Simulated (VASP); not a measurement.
Ba, 1 atom in the cell. The structure is cubic, space group Im-3m (No. 229). The conventional cell has a = 5.013 Å, b = 5.013 Å, c = 5.013 Å, α = 90.00°, β = 90.00°, γ = 90.00°. Ba (site symmetry m-3m) has 14 Ba at 4.34 to 5.01 Å within 5.7 Å. 

| Item | Value |
| --- | --- |
| Program | VASP 6.6.1 |
| Task | single point |
| Functional | PBEsol |
| Potentials or basis | VASP PAW PBE potentials, release 64 (Ba_sv) |
| Cutoff | 520 eV |
| k mesh | 8 × 8 × 8 |
| Occupations | methfessel-paxton, width 0.025 eV |
| Spin | no spin polarisation |
| Dipole correction | no |
| Further INCAR settings | ALGO = Fast; EDIFF = 1e-06; NBANDS = 11 |

Potentials or basis: VASP PAW PBE potentials, release 64 (Ba_sv).

Launch:

```console
$ cat potpaw_PBE.64/Ba_sv/POTCAR > POTCAR
$ mpirun -np 1 vasp_std > vasp.out
```

Hardware: 1 thread of Intel(R) Xeon(R) Platinum 8375C CPU @ 2.90GHz (Ice Lake), with other jobs on the host.

Q: How long does it take, and how much memory?

A: Wall time 9 s on 1 thread of Intel(R) Xeon(R) Platinum 8375C CPU @ 2.90GHz (Ice Lake) (shared host), peak memory 0.18 GiB. Counts: scf iterations 11, k points 29.
